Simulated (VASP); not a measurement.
# Cd4O3 (P-62m) in VASP: single point with PBE

Aim: the single point of Cd4O3 with PBE.

Everything below comes from runs of VASP 6.6.1. Logs are shortened: lines on timing, memory, paths and dates and some standing lists are left out, and cuts for length are marked.

## (1) The cell of the first run

It takes space group P-62m (No. 189, hexagonal). The conventional cell has a = 5.724 Å, b = 5.724 Å, c = 5.695 Å, α = 90.00°, β = 90.00°, γ = 120.00°. Within 3.0 Å of Cd (site symmetry 3) lie 3 O at 2.25 Å and 2 Cd at 2.82 to 2.88 Å. Within 3.0 Å of O (site symmetry m2m) lie 4 Cd at 2.25 Å and 4 O at 2.98 Å.

The cell was generated, and may not be a known phase.

## (2) Single point, PBE

Input file INCAR:

```
ALGO     = Normal         # electronic algorithm
EDIFF    = 1E-6           # SCF threshold, eV
ENCUT    = 700            # plane-wave cutoff, eV
GGA      = PE             # functional
GGA_COMPAT= False        
ISIF     = 2              # what is computed and relaxed
ISMEAR   = 0              # smearing method
LASPH    = True           # aspherical terms in the spheres
LCHARG   = True           # write CHGCAR
LELF     = True           # ELF
LREAL    = False          # projectors in reciprocal space
LVHAR    = True         
LWAVE    = False          # write WAVECAR
NBANDS   = 58             # bands
NELM     = 120            # most SCF steps
PREC     = Accurate       # precision mode
SIGMA    = 0.2            # smearing width, eV
```

Input file KPOINTS:

```
k-points
0
Gamma
  4 4 3
```

Input file POSCAR:

```
Cd4O3
1.0
    5.7238641056      0.0000000000      0.0000000000
   -2.8619320528      4.9570117232      0.0000000000
    0.0000000000      0.0000000000      5.6950761003
Cd O
4 3
Direct
    0.3333333333      0.6666666667      0.2526697016
    0.3333333333      0.6666666667      0.7473302984
    0.6666666667      0.3333333333      0.7473302984
    0.6666666667      0.3333333333      0.2526697016
    0.4145480534      0.0000000000      0.0000000000
    0.0000000000      0.4145480534      0.0000000000
    0.5854519466      0.5854519466      0.0000000000
```

Potentials or basis: VASP PAW PBE potentials, release 64 (Cd_sv_GW, O).

Command:

```console
$ cat potpaw_PBE.64/Cd_sv_GW/POTCAR potpaw_PBE.64/O/POTCAR > POTCAR
$ mpirun -np 1 vasp_std > vasp.out
```

OUTCAR:

```text
EDIFF = 1E-6
   ENCUT = 700
   GGA = PE
   ISIF = 2
   ISMEAR = 0
   LASPH = True
   LREAL = False
   NELM = 120
   PREC = Accurate

 ion  position               nearest neighbor table
   1  0.333  0.667  0.253-   5 2.25   6 2.25   7 2.25
   2  0.333  0.667  0.747-   5 2.25   6 2.25   7 2.25
   3  0.667  0.333  0.747-   6 2.25   5 2.25   7 2.25
   4  0.667  0.333  0.253-   6 2.25   5 2.25   7 2.25
   5  0.415  0.000  0.000-   1 2.25   2 2.25   3 2.25   4 2.25
   6  0.000  0.415  0.000-   3 2.25   4 2.25   1 2.25   2 2.25
   7  0.585  0.585  0.000-   3 2.25   4 2.25   1 2.25   2 2.25

  LATTYP: Found a hexagonal cell.
 ALAT       =     5.7238641056
 C/A-ratio  =     0.9949705296

  Lattice vectors:

 A1 = (   5.7238641056,   0.0000000000,   0.0000000000)
 A2 = (  -2.8619320528,   4.9570117232,   0.0000000000)
 A3 = (   0.0000000000,   0.0000000000,   5.6950761003)

Analysis of symmetry for initial positions (statically):
=====================================================================
 Subroutine PRICEL returns:
 Original cell was already a primitive cell.

 Routine SETGRP: Setting up the symmetry group for a
 hexagonal supercell.

 Subroutine GETGRP returns: Found 12 space group operations
 (whereof 12 operations were pure point group operations)
 out of a pool of 24 trial point group operations.

The static configuration has the point symmetry D_3h.

Analysis of symmetry for dynamics (positions and initial velocities):
=====================================================================
 Subroutine PRICEL returns:
 Original cell was already a primitive cell.

 Routine SETGRP: Setting up the symmetry group for a
 hexagonal supercell.

 Subroutine GETGRP returns: Found 12 space group operations
 (whereof 12 operations were pure point group operations)
 out of a pool of 24 trial point group operations.

The dynamic configuration has the point symmetry D_3h.

 Subroutine INISYM returns: Found 12 space group operations
 (whereof 12 operations are pure point group operations),
 and found     1 'primitive' translations

----------------------------------------------------------------------------------------

                                     Primitive cell

  volume of cell :     161.5879

  direct lattice vectors                    reciprocal lattice vectors
     5.723864106  0.000000000  0.000000000     0.174707153  0.100867222  0.000000000
    -2.861932053  4.957011723  0.000000000     0.000000000  0.201734443  0.000000000
     0.000000000  0.000000000  5.695076100     0.000000000  0.000000000  0.175590279

  length of vectors
     5.723864106  5.723864106  5.695076100     0.201734443  0.201734443  0.175590279

  position of ions in fractional coordinates (direct lattice)
     0.333333333  0.666666667  0.252669702
     0.333333333  0.666666667  0.747330298
     0.666666667  0.333333333  0.747330298
     0.666666667  0.333333333  0.252669702
     0.414548053  0.000000000  0.000000000
     0.000000000  0.414548053  0.000000000
     0.585451947  0.585451947  0.000000000

  ion indices of the primitive-cell ions
   primitive index   ion index
                 1           1
                 2           2
                 3           3
                 4           4
                 5           5
                 6           6
                 7           7

----------------------------------------------------------------------------------------

 KPOINTS: k-points

Automatic generation of k-mesh.
 Grid dimensions read from file:
 generate k-points for:    4    4    3

 Generating k-lattice:

  Cartesian coordinates                     Fractional coordinates (reciprocal lattice)
     0.043676788  0.025216805  0.000000000     0.250000000  0.000000000  0.000000000
     0.000000000  0.050433611  0.000000000     0.000000000  0.250000000  0.000000000
     0.000000000  0.000000000  0.058530093     0.000000000  0.000000000  0.333333333

  Length of vectors
     0.050433611  0.050433611  0.058530093

  Shift w.r.t. Gamma in fractional coordinates (k-lattice)
     0.000000000  0.000000000  0.000000000

 Subroutine IBZKPT returns following result:
 ===========================================

 Found      8 irreducible k-points:

 Following reciprocal coordinates:
            Coordinates               Weight
  0.000000  0.000000  0.000000      1.000000
  0.250000  0.000000  0.000000      6.000000
  0.500000  0.000000  0.000000      3.000000
  0.250000  0.250000  0.000000      6.000000
  0.000000  0.000000  0.333333      2.000000
  0.250000  0.000000  0.333333     12.000000
  0.500000  0.000000  0.333333      6.000000
  0.250000  0.250000  0.333333     12.000000
   k-points           NKPTS =      8   k-points in BZ     NKDIM =      8   number of bands    NBANDS=     58
   number of dos      NEDOS =    301   number of ions     NIONS =      7
   total plane-waves  NPLWV = 125000
   dimension x,y,z NGX =    50 NGY =   50 NGZ =   50
   dimension x,y,z NGXF=   100 NGYF=  100 NGZF=  100
   ions per type =               4   3
   NGX,Y,Z   is equivalent  to a cutoff of  14.52, 14.52, 14.60 a.u.
   NGXF,Y,Z  is equivalent  to a cutoff of  29.04, 29.04, 29.19 a.u.
 SYSTEM =  unknown system
   PREC   = accura    normal or accurate (medium, high low for compatibility)
   ISTART =      0    job   : 0-new  1-cont  2-samecut
   ICHARG =      2    charge: 1-file 2-atom 10-const
   ISPIN  =      1    spin polarized calculation?
   LNONCOLLINEAR =      F non collinear calculations
   LSORBIT =      F    spin-orbit coupling
   LASPH  =      T    aspherical Exc in radial PAW
   ENCUT  =  700.0 eV  51.45 Ry    7.17 a.u.  12.35 12.35 12.29*2*pi/ulx,y,z
   NELM   =    120;   NELMIN=  2; NELMDL= -5     # of ELM steps
   EDIFF  = 0.1E-05   stopping-criterion for ELM
   LREAL  =      F    real-space projection
   EDIFFG = 0.1E-04   stopping-criterion for IOM
   NSW    =      0    number of steps for IOM
   IBRION =     -1    ionic relax: 0-MD 1-quasi-New 2-CG
   NFREE  =      0    steps in history (QN), initial steepest desc. (CG)
   ISIF   =      2    stress and relaxation
   ISYM   =      2    0-nonsym 1-usesym 2-fastsym
   POTIM  = 0.5000    time-step for ionic-motion
   TEBEG  =    0.0;   TEEND  =   0.0 temperature during run
   PSTRESS=    0.0 pullay stress
   NELECT =      98.0000    total number of electrons
   NUPDOWN=      -1.0000    fix difference up-down
   EMIN   =  10.00;   EMAX   =-10.00  energy-range for DOS
   EFERMI =   0.00;   METHOD = LEGACY
   ISMEAR =     0;   SIGMA  =   0.20  broadening in eV -4-tet -1-fermi 0-gaus
   EFERMI_NEDOS =   21; number of points for ismear=-14 and -15
   IALGO  =     38    algorithm
   IMIX   =      4    mixing-type and parameters
     AMIX     =   0.40;   BMIX     =  1.00
     AMIX_MAG =   1.60;   BMIX_MAG =  1.00
  volume/ion in A,a.u.               =      23.08       155.78
  Fermi-wavevector in a.u.,A,eV,Ry     =   1.385736  2.618662 26.126793  1.920265
  Thomas-Fermi vector in A             =   2.510118
   LORBIT       =      0    0 simple, 1 ext, 2 COOP (PROOUT), +10 PAW based schemes
   GGA     = PE    functional components
   LHFCALC =     F    Hartree Fock is set to
   AEXX    =    0.0000 exact exchange contribution
   IVDW    =     0    specifies the selected vdW correction
   LEPSILON=     F    determine dielectric tensor
   LRPA    =     F    only Hartree local field effects (RPA)
 non-spin polarized calculation
 Gauss-broadening in eV      SIGMA  =   0.20
  energy-cutoff  :      700.00
  volume of cell :      161.59
 maximum number of plane-waves:      6829
 NGX is ok and might be reduce to    50
   NGX = 25   NGY = 25   NGZ = 25

 number of electron      98.0000000 magnetization

 Free energy of the ion-electron system (eV)
  ---------------------------------------------------
  ext. energy  EPLUGINS =         0.00000000
  ---------------------------------------------------
  free energy    TOTEN  =       -20.71731995 eV

  energy without entropy =      -20.63314300  energy(sigma->0) =      -20.67523147

 E-fermi :   1.0534     XC(G=0):  -8.6414

 val. band max:        0.9638022454   @ k =   0.5000   0.0000   0.3333
 cond. band min:       1.4304681487   @ k =   0.2500   0.2500   0.3333
 fundamental gap:      0.4666659033
 Fermi energy:         1.0533904655

 k-point     1 :       0.0000    0.0000    0.0000
  band No.  band energies     occupation
      1    -100.2355      2.00000
      2    -100.2349      2.00000
      3    -100.2312      2.00000
      4    -100.2307      2.00000
      5     -61.3471      2.00000
      6     -61.3458      2.00000
[... 50 lines left out ...]
     57       7.4470      0.00000
     58       8.6335      0.00000

 k-point     2 :       0.2500    0.0000    0.0000
  band No.  band energies     occupation
      1    -100.2354      2.00000
      2    -100.2350      2.00000
      3    -100.2311      2.00000
      4    -100.2308      2.00000
      5     -61.3469      2.00000
      6     -61.3459      2.00000
[... 50 lines left out ...]
     57       8.3920      0.00000
     58       8.4931      0.00000

 k-point     3 :       0.5000    0.0000    0.0000
  band No.  band energies     occupation
      1    -100.2353      2.00000
      2    -100.2351      2.00000
      3    -100.2310      2.00000
      4    -100.2309      2.00000
      5     -61.3466      2.00000
      6     -61.3462      2.00000
[... 50 lines left out ...]
     57       9.4492      0.00000
     58       9.9622      0.00000

 k-point     4 :       0.2500    0.2500    0.0000
  band No.  band energies     occupation
      1    -100.2353      2.00000
      2    -100.2351      2.00000
      3    -100.2310      2.00000
      4    -100.2309      2.00000
      5     -61.3466      2.00000
      6     -61.3462      2.00000
[... 50 lines left out ...]
     57       8.7152      0.00000
     58      10.1593      0.00000

 k-point     5 :       0.0000    0.0000    0.3333
  band No.  band energies     occupation
      1    -100.2345      2.00000
      2    -100.2339      2.00000
      3    -100.2322      2.00000
      4    -100.2317      2.00000
      5     -61.3313      2.00000
      6     -61.3302      2.00000
[... 50 lines left out ...]
     57       8.4919      0.00000
     58       8.6355      0.00000

 k-point     6 :       0.2500    0.0000    0.3333
  band No.  band energies     occupation
      1    -100.2344      2.00000
      2    -100.2340      2.00000
      3    -100.2322      2.00000
      4    -100.2318      2.00000
      5     -61.3312      2.00000
      6     -61.3303      2.00000
[... 50 lines left out ...]
     57       8.3926      0.00000
     58       9.0311      0.00000

 k-point     7 :       0.5000    0.0000    0.3333
  band No.  band energies     occupation
      1    -100.2343      2.00000
      2    -100.2341      2.00000
      3    -100.2320      2.00000
      4    -100.2319      2.00000
      5     -61.3309      2.00000
      6     -61.3305      2.00000
[... 50 lines left out ...]
     57       9.4384      0.00000
     58       9.7367      0.00000

 k-point     8 :       0.2500    0.2500    0.3333
  band No.  band energies     occupation
      1    -100.2343      2.00000
      2    -100.2341      2.00000
      3    -100.2320      2.00000
      4    -100.2319      2.00000
      5     -61.3309      2.00000
      6     -61.3306      2.00000
[... 50 lines left out ...]
     57       9.9733      0.00000
     58      10.0402      0.00000

------------------------ aborting loop because EDIFF is reached ----------------------------------------

  FORCE on cell =-STRESS in cart. coord.  units (eV):
  Direction    XX          YY          ZZ          XY          YZ          ZX
  --------------------------------------------------------------------------------------
  -------------------------------------------------------------------------------------
  Total        0.1485356      0.1485356     -0.4741703      0.0000000     -0.0000000      0.0000000
  in kB        1.4727608      1.4727608     -4.7014970      0.0000000     -0.0000000      0.0000000
  external PRESSURE =      -0.5853251 kB  Pullay stress =       0.0000000 kB

 VOLUME and BASIS-vectors are now :
 -----------------------------------------------------------------------------
  energy-cutoff  :      700.00
  volume of cell :      161.59
      direct lattice vectors                 reciprocal lattice vectors
     5.723864106  0.000000000  0.000000000     0.174707153  0.100867222  0.000000000
    -2.861932053  4.957011723  0.000000000     0.000000000  0.201734443  0.000000000
     0.000000000  0.000000000  5.695076100     0.000000000  0.000000000  0.175590279

 POSITION                                       TOTAL-FORCE (eV/Angst)
 -----------------------------------------------------------------------------------
     -0.00000      3.30467      1.43897         0.000000     -0.000000     -0.006646
     -0.00000      3.30467      4.25610         0.000000     -0.000000      0.006646
      2.86193      1.65234      4.25610         0.000000     -0.000000      0.006646
      2.86193      1.65234      1.43897         0.000000     -0.000000     -0.006646
      2.37282      0.00000      0.00000         0.024778     -0.000000     -0.000000
     -1.18641      2.05492      0.00000        -0.012389      0.021459     -0.000000
      1.67552      2.90209      0.00000        -0.012389     -0.021459     -0.000000
 -----------------------------------------------------------------------------------
    total drift:                               -0.000000     -0.000000     -0.000000

  FREE ENERGIE OF THE ION-ELECTRON SYSTEM (eV)
  ---------------------------------------------------
  free  energy   TOTEN  =       -20.7173199496 eV

  energy  without entropy=      -20.6331429966  energy(sigma->0) =      -20.67523147
```

Run time: 3.1 min. Hardware: 1 thread of Intel Xeon Platinum 8488C (Sapphire Rapids), shared host; peak memory 0.38 GiB.

Results:

```
Free energy            : -20.7173 eV
Pressure               : -0.1 GPa
Largest force          : 0.025 eV/Å
Band gap on the k mesh : zero (bands 49 and 50 overlap by 0.14 eV)
```

Forces in eV/Å, atoms in the order of the input:
```
Cd   0.000  0.000 -0.007
Cd   0.000  0.000  0.007
Cd   0.000  0.000  0.007
Cd   0.000  0.000 -0.007
O    0.025  0.000  0.000
O   -0.012  0.021  0.000
O   -0.012 -0.021  0.000
```

Caveat: the k points lie up to 0.37 Å⁻¹ apart; semilocal functionals underestimate gaps, and a narrow one can read as zero.

The gap in the log of VASP goes by the Fermi energy; the results here count the filled bands.